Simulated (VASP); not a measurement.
Write the native input for VASP 6.6.1 that does the following.

```
Task                   : relaxation of cell and atoms
Functional             : PBE
Potentials or basis    : VASP PAW PBE potentials, release 64 (Al)
Cutoff                 : 600 eV
k mesh                 : 3 × 3 × 3
Occupations            : gaussian, width 0.1 eV
Spin                   : no spin polarisation
Dipole correction      : no
Further INCAR settings : ALGO = Normal; EDIFF = 1e-06; IBRION = 2; EDIFFG = -0.04; NSW = 90; ISIF = 3
```

The structure of Al lies in POSCAR:

```
Al
1.0
    3.2899836489      1.8994729454      5.6107452276
   -3.2899836489      1.8994729454      5.6107452276
    0.0000000000     -3.7989458906      5.6107452276
Al
12
Direct
    0.0101900000      0.6536100000      0.0101900000
    0.0101900000      0.0101900000      0.6536100000
    0.6536100000      0.0101900000      0.0101900000
    0.9898100000      0.3463900000      0.9898100000
    0.3463900000      0.9898100000      0.9898100000
    0.9898100000      0.9898100000      0.3463900000
    0.2211800000      0.6306000000      0.2211800000
    0.2211800000      0.2211800000      0.6306000000
    0.6306000000      0.2211800000      0.2211800000
    0.7788200000      0.3694000000      0.7788200000
    0.3694000000      0.7788200000      0.7788200000
    0.7788200000      0.7788200000      0.3694000000
```

These files were run (other wordings do the same):

INCAR

```
PREC = Accurate
ENCUT = 600
EDIFF = 1E-6
ISMEAR = 0
SIGMA = 0.1
LREAL = False
LASPH = True
NELM = 60
ALGO = Normal
ISIF = 3
LWAVE = False
LCHARG = False
GGA = PE
IBRION = 2
NSW = 90
EDIFFG = -0.04
```

KPOINTS

```
regular mesh
0
Gamma
  3 3 3
```

Potentials or basis: VASP PAW PBE potentials, release 64 (Al).

Launch:

```console
$ cat potpaw_PBE.64/Al/POTCAR > POTCAR
$ mpirun -np 1 vasp_std > vasp.out
```

It gave:

| Item | Value |
| --- | --- |
| Relaxed volume | 23.63 Å³/atom |
| Relaxed cell | a = 7.681 Å, b = 7.681 Å, c = 7.681 Å, α = 55.05°, β = 55.05°, γ = 55.05° |
| Space group after relaxing (to 0.05 Å) | R-3m (No. 166) |
| Energy gained by relaxing | 609.9 meV/atom |
| Ionic steps | 9 |
| Pressure after relaxing | -0.1 GPa |
| Largest force after relaxing | 0.036 eV/Å |
| Band gap on the k mesh | zero (band 18 reaches 4.95 eV, above the bottom of band 19 at 4.24 eV) |

Caveat: the k points lie up to 0.36 Å⁻¹ apart in the final cell; the volume moved by over 15 % at a fixed basis, so the end points are rough.

Run time: 7.9 min on 1 thread of Intel(R) Xeon(R) Platinum 8488C (Sapphire Rapids), with other jobs on the host, peak memory 0.39 GiB.
